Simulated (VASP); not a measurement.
# H (P6_3/mmc) in VASP: notebook, part 2 of 3

VASP 6.6.1. The steps go on from the part before.

### 4 Single point, PBEsol

This run uses another cell than the first one: it holds 2 atoms, not 4.

INCAR

```
SYSTEM = H
ALGO = Normal ; EDIFF = 1E-7
ENCUT = 520 ; GGA = PS
ISIF = 2 ; ISMEAR = 0
LASPH = .TRUE. ; LCHARG = .FALSE.
LREAL = .FALSE. ; LWAVE = .FALSE.
NBANDS = 8 ; NELM = 100
PREC = Accurate ; SIGMA = 0.1
```

KPOINTS

```
k-points
0
G
  6 6 6
  0 0 0
```

POSCAR

```
H
1.0
    5.1702470185      0.0000000000      0.0000000000
   -2.5851235093      4.4775652619      0.0000000000
    0.0000000000      0.0000000000      3.8495250000
H
2
Direct
    0.3333333300      0.6666666700      0.2500000000
    0.6666666700      0.3333333300      0.7500000000
```

Potentials or basis: VASP PAW PBE potentials, release 64 (H).

Started as:

```sh
> cat potpaw_PBE.64/H/POTCAR > POTCAR
> mpirun -np 1 vasp_std > vasp.out
```

OUTCAR:

```text
SYSTEM = H
   EDIFF = 1E-7
   ENCUT = 520
   GGA = PS
   ISIF = 2
   ISMEAR = 0
   LASPH = .TRUE.
   LREAL = .FALSE.
   NELM = 100
   PREC = Accurate

 ion  position               nearest neighbor table
   1  0.333  0.667  0.250-
   2  0.667  0.333  0.750-

  LATTYP: Found a hexagonal cell.
 ALAT       =     5.1702470185
 C/A-ratio  =     0.7445534007

  Lattice vectors:

 A1 = (   5.1702470185,   0.0000000000,   0.0000000000)
 A2 = (  -2.5851235093,   4.4775652619,   0.0000000000)
 A3 = (   0.0000000000,   0.0000000000,   3.8495250000)

Analysis of symmetry for initial positions (statically):
=====================================================================
 Subroutine PRICEL returns:
 Original cell was already a primitive cell.

 Routine SETGRP: Setting up the symmetry group for a
 hexagonal supercell.

 Subroutine GETGRP returns: Found 24 space group operations
 (whereof 12 operations were pure point group operations)
 out of a pool of 24 trial point group operations.

The static configuration has the point symmetry D_3d.
 The point group associated with its full space group is D_6h.

Analysis of symmetry for dynamics (positions and initial velocities):
=====================================================================
 Subroutine PRICEL returns:
 Original cell was already a primitive cell.

 Routine SETGRP: Setting up the symmetry group for a
 hexagonal supercell.

 Subroutine GETGRP returns: Found 24 space group operations
 (whereof 12 operations were pure point group operations)
 out of a pool of 24 trial point group operations.

The dynamic configuration has the point symmetry D_3d.
 The point group associated with its full space group is D_6h.

 Subroutine INISYM returns: Found 24 space group operations
 (whereof 12 operations are pure point group operations),
 and found     1 'primitive' translations

----------------------------------------------------------------------------------------

                                     Primitive cell

  volume of cell :      89.1170

  direct lattice vectors                    reciprocal lattice vectors
     5.170247018  0.000000000  0.000000000     0.193414356  0.111667831  0.000000000
    -2.585123509  4.477565262  0.000000000     0.000000000  0.223335662  0.000000000
     0.000000000  0.000000000  3.849525000     0.000000000  0.000000000  0.259772310

  length of vectors
     5.170247018  5.170247019  3.849525000     0.223335662  0.223335662  0.259772310

  position of ions in fractional coordinates (direct lattice)
     0.333333330  0.666666670  0.250000000
     0.666666670  0.333333330  0.750000000

  ion indices of the primitive-cell ions
   primitive index   ion index
                 1           1
                 2           2

----------------------------------------------------------------------------------------

 KPOINTS: k-points

Automatic generation of k-mesh.
 Grid dimensions read from file:
 generate k-points for:    6    6    6

 Generating k-lattice:

  Cartesian coordinates                     Fractional coordinates (reciprocal lattice)
     0.032235726  0.018611305  0.000000000     0.166666667  0.000000000  0.000000000
     0.000000000  0.037222610  0.000000000     0.000000000  0.166666667  0.000000000
     0.000000000  0.000000000  0.043295385     0.000000000  0.000000000  0.166666667

  Length of vectors
     0.037222610  0.037222610  0.043295385

  Shift w.r.t. Gamma in fractional coordinates (k-lattice)
     0.000000000  0.000000000  0.000000000

 Subroutine IBZKPT returns following result:
 ===========================================

 Found     28 irreducible k-points:

 Following reciprocal coordinates:
            Coordinates               Weight
  0.000000  0.000000  0.000000      1.000000
  0.166667  0.000000  0.000000      6.000000
  0.333333  0.000000  0.000000      6.000000
  0.500000 -0.000000  0.000000      3.000000
  0.166667  0.166667  0.000000      6.000000
  0.333333  0.166667  0.000000     12.000000
[... 16 lines left out ...]
  0.166667  0.000000  0.500000      6.000000
  0.333333  0.000000  0.500000      6.000000
 [... further k-points ...]
   k-points           NKPTS =     28   k-points in BZ     NKDIM =     28   number of bands    NBANDS=      8
   number of dos      NEDOS =    301   number of ions     NIONS =      2
   total plane-waves  NPLWV =  48000
   dimension x,y,z NGX =    40 NGY =   40 NGZ =   30
   dimension x,y,z NGXF=    80 NGYF=   80 NGZF=   60
   ions per type =               2
   NGX,Y,Z   is equivalent  to a cutoff of  12.86, 12.86, 12.96 a.u.
   NGXF,Y,Z  is equivalent  to a cutoff of  25.72, 25.72, 25.91 a.u.
 SYSTEM =  H
   PREC   = accura    normal or accurate (medium, high low for compatibility)
   ISTART =      0    job   : 0-new  1-cont  2-samecut
   ICHARG =      2    charge: 1-file 2-atom 10-const
   ISPIN  =      1    spin polarized calculation?
   LNONCOLLINEAR =      F non collinear calculations
   LSORBIT =      F    spin-orbit coupling
   LASPH  =      T    aspherical Exc in radial PAW
   ENCUT  =  520.0 eV  38.22 Ry    6.18 a.u.   9.61  9.61  7.16*2*pi/ulx,y,z
   NELM   =    100;   NELMIN=  2; NELMDL= -5     # of ELM steps
   EDIFF  = 0.1E-06   stopping-criterion for ELM
   LREAL  =      F    real-space projection
   EDIFFG = 0.1E-05   stopping-criterion for IOM
   NSW    =      0    number of steps for IOM
   IBRION =     -1    ionic relax: 0-MD 1-quasi-New 2-CG
   NFREE  =      0    steps in history (QN), initial steepest desc. (CG)
   ISIF   =      2    stress and relaxation
   ISYM   =      2    0-nonsym 1-usesym 2-fastsym
   POTIM  = 0.5000    time-step for ionic-motion
   TEBEG  =    0.0;   TEEND  =   0.0 temperature during run
   PSTRESS=    0.0 pullay stress
   NELECT =       2.0000    total number of electrons
   NUPDOWN=      -1.0000    fix difference up-down
   EMIN   =  10.00;   EMAX   =-10.00  energy-range for DOS
   EFERMI =   0.00;   METHOD = LEGACY
   ISMEAR =     0;   SIGMA  =   0.10  broadening in eV -4-tet -1-fermi 0-gaus
   EFERMI_NEDOS =   21; number of points for ismear=-14 and -15
   IALGO  =     38    algorithm
   IMIX   =      4    mixing-type and parameters
     AMIX     =   0.40;   BMIX     =  1.00
     AMIX_MAG =   1.60;   BMIX_MAG =  1.00
  volume/ion in A,a.u.               =      44.56       300.70
  Fermi-wavevector in a.u.,A,eV,Ry     =   0.461776  0.872630  2.901267  0.213237
  Thomas-Fermi vector in A             =   1.449004
   LORBIT       =      0    0 simple, 1 ext, 2 COOP (PROOUT), +10 PAW based schemes
   GGA     = PS    functional components
   LHFCALC =     F    Hartree Fock is set to
   AEXX    =    0.0000 exact exchange contribution
   IVDW    =     0    specifies the selected vdW correction
   LEPSILON=     F    determine dielectric tensor
   LRPA    =     F    only Hartree local field effects (RPA)
 non-spin polarized calculation
 Gauss-broadening in eV      SIGMA  =   0.10
  energy-cutoff  :      520.00
  volume of cell :       89.12
 maximum number of plane-waves:      2420
 NGX is ok and might be reduce to    40

 number of electron       2.0000000 magnetization

 Free energy of the ion-electron system (eV)
  ---------------------------------------------------
  ext. energy  EPLUGINS =         0.00000000
  ---------------------------------------------------
  free energy    TOTEN  =        -0.41888514 eV

  energy without entropy =       -0.39491604  energy(sigma->0) =       -0.40690059

 E-fermi :  -5.8086     XC(G=0):  -3.5966

 val. band max:       -5.8246081442   @ k =   0.0000   0.0000   0.5000
 cond. band min:      -5.8040968295   @ k =   0.3333   0.3333   0.3333
 fundamental gap:      0.0205113147
 Fermi energy:        -5.8085635530

 k-point     1 :       0.0000    0.0000    0.0000
  band No.  band energies     occupation
      1      -6.9854      2.00000
      2      -5.2133      0.00000
      3       2.2180      0.00000
      4       3.6319      0.00000
      5       3.6319      0.00000
      6       4.8271      0.00000
      7       4.8271      0.00000
      8       6.2905      0.00000
[... 243 lines left out ...]
 k-point    24 :       0.3333    0.0000    0.5000
  band No.  band energies     occupation
      1      -5.7343      0.29347
      2      -5.7343      0.29347
      3       1.4997      0.00000
      4       1.4997      0.00000
      5       4.4745      0.00000
      6       4.4745      0.00000
      7       4.9830      0.00000
      8       4.9830      0.00000

 [... further k-points ...]

------------------------ aborting loop because EDIFF is reached ----------------------------------------

  FORCE on cell =-STRESS in cart. coord.  units (eV):
  Direction    XX          YY          ZZ          XY          YZ          ZX
  --------------------------------------------------------------------------------------
  -------------------------------------------------------------------------------------
  Total       -0.8752106     -0.8752106     -1.1177456      0.0000000      0.0000000      0.0000000
  in kB      -15.7348561    -15.7348561    -20.0952395      0.0000000      0.0000000      0.0000000
  external PRESSURE =     -17.1883172 kB  Pullay stress =       0.0000000 kB

 VOLUME and BASIS-vectors are now :
 -----------------------------------------------------------------------------
  energy-cutoff  :      520.00
  volume of cell :       89.12
      direct lattice vectors                 reciprocal lattice vectors
     5.170247018  0.000000000  0.000000000     0.193414356  0.111667831  0.000000000
    -2.585123509  4.477565262  0.000000000     0.000000000  0.223335662  0.000000000
     0.000000000  0.000000000  3.849525000     0.000000000  0.000000000  0.259772310

 POSITION                                       TOTAL-FORCE (eV/Angst)
 -----------------------------------------------------------------------------------
     -0.00000      2.98504      0.96238         0.000000     -0.000000      0.000000
      2.58512      1.49252      2.88714        -0.000000      0.000000      0.000000
 -----------------------------------------------------------------------------------
    total drift:                               -0.000000      0.000000      0.000000

  FREE ENERGIE OF THE ION-ELECTRON SYSTEM (eV)
  ---------------------------------------------------
  free  energy   TOTEN  =        -0.4188851407 eV

  energy  without entropy=       -0.3949160412  energy(sigma->0) =       -0.40690059
```

Wall time 7.9 s (1 thread of AMD EPYC 9R45 (Zen 5), shared host); peak memory 0.16 GiB.

What came out:

| Property | Result |
| --- | --- |
| Free energy | -0.4189 eV |
| Pressure | -1.7 GPa |
| Band gap on the k mesh | zero (bands 1 and 2 overlap by 0.42 eV) |

Caveat: the PAW data sets were made with another functional, which shifts forces and pressure a little.

### 5 Single point, PBEsol

This run uses another cell than the first one: it holds 2 atoms, not 4.

INCAR

```
PREC = Accurate ; ENCUT = 520
EDIFF = 1E-6 ; ISMEAR = 0
SIGMA = 0.1 ; LREAL = False
LASPH = True ; NELM = 100
ALGO = Normal ; ISIF = 2
LWAVE = False ; LCHARG = False
GGA = PS ; NBANDS = 8
```

KPOINTS

```
regular mesh
0
Gamma
  12 12 14
```

POSCAR

```
H
1.0
    5.4572124671      0.0000000000      0.0000000000
   -2.7286062336      4.7260846303      0.0000000000
    0.0000000000      0.0000000000      0.9830730860
H
2
Direct
    0.3333333333      0.6666666667      0.2500000000
    0.6666666667      0.3333333333      0.7500000000
```

Started as:

```sh
> cat potpaw_PBE.64/H/POTCAR > POTCAR
> mpirun -np 1 vasp_std > vasp.out
```

Wall time 11 s (1 thread of AMD EPYC 9R45 (Zen 5), shared host); peak memory 0.11 GiB.

It converged, with:

| Property | Result |
| --- | --- |
| Free energy | -6.0122 eV |
| Pressure | -0.1 GPa |
| Band gap on the k mesh | zero (bands 1 and 2 overlap by 34.48 eV) |

Levels at points of the mesh, in eV from the Fermi level:
| k point | band 1 | band 2 | band 3 | band 4 | band 5 |
| --- | --- | --- | --- | --- | --- |
| (0.00, 0.00, 0.00) | -8.38 | -7.57 | 6.40 | 6.47 | 6.47 |
| (0.50, 0.00, 0.00) | -8.12 | -7.85 | 4.71 | 5.55 | 7.79 |
| (0.00, 0.00, 0.50) | 26.49 | 26.49 | 34.88 | 34.88 | 45.37 |
| (0.50, 0.00, 0.50) | 26.49 | 26.49 | 34.86 | 34.86 | 43.63 |

Caveat: the k points lie up to 0.46 Å⁻¹ apart, too coarse for converged energies and pressures of a metal; the PAW data sets were made with another functional, which shifts forces and pressure a little.

(Continued in part 3 of 3.)
